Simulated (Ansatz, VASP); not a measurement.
**Tl: VASP beside Ansatz**

Contents of INCAR:

```
  PREC = Accurate
  ENCUT = 520
  EDIFF = 1E-8
  ISMEAR = -1
  SIGMA = 0.05
  LREAL = False
  LASPH = True
  NELM = 100
  ALGO = Normal
  ISIF = 2
  LWAVE = False
  LCHARG = False
  GGA = PE
  LEFG = True
  NBANDS = 20
```

Contents of KPOINTS:

```
Automatic mesh
0
Gamma
  11 11 6
```

The input POSCAR:

```
Tl
1.0
    3.4500723807      0.0000000000      0.0000000000
   -1.7250361904      2.9878503266      0.0000000000
    0.0000000000      0.0000000000      5.5702474375
Tl
2
Direct
    0.3333333333      0.6666666667      0.2500000000
    0.6666666667      0.3333333333      0.7500000000
```

Input for Ansatz:

```yaml
crystal:
  lattice:
    - [3.4500723807, 0.0, 0.0]
    - [-1.7250361904, 2.9878503266, 0.0]
    - [0.0, 0.0, 5.5702474375]
  atoms:
    - { symbol: Tl, position: [0.3333333333, 0.6666666667, 0.25] }
    - { symbol: Tl, position: [0.6666666667, 0.3333333333, 0.75] }
kpoints:
  mp_grid: { grid: [11, 11, 6] }
scf:
  occupations: { method: fermi_dirac, width: 0.05 }
hamiltonian:
  xc: pbe
  pseudopotentials: { kind: paw }
output:
  forces: true
  stress: true
  eigenvalues: true
  efg: { contact_densities: true }
  write_density: true
  write_potential: true
  elf: true
  volumetric_format: npy
```

Change from the starting cell: volume scaled by 0.96, PAW files.

Alike in both runs: task electric field gradients; functional PBE; k mesh 11 × 11 × 6; occupations fermi-dirac, width 0.05 eV; no spin polarisation.

```csv
,VASP,Ansatz
version,VASP 6.6.1,Ansatz 0.2.0
potentials or method,"VASP PAW PBE potentials, release 64 (Tl_d)","PAW with Ansatz's default frozen-core files, scalar-relativistic"
plane-wave cutoff (eV),520,420
valence electrons in the cell,26,26
```

Ansatz gave:

- pressure (GPa): 3.0
- traceless stress, the component that is largest in VASP (GPa): -0.13
- size of Vzz on the site where it differs most (V/Å²): 13.2

Question: Estimate VASP's values.

Answer: Pressure (GPa): 2.9; traceless stress, the component that is largest in VASP (GPa): -0.14; size of Vzz on the site where it differs most (V/Å²): 12.6.

Neither program's run includes spin-orbit coupling.
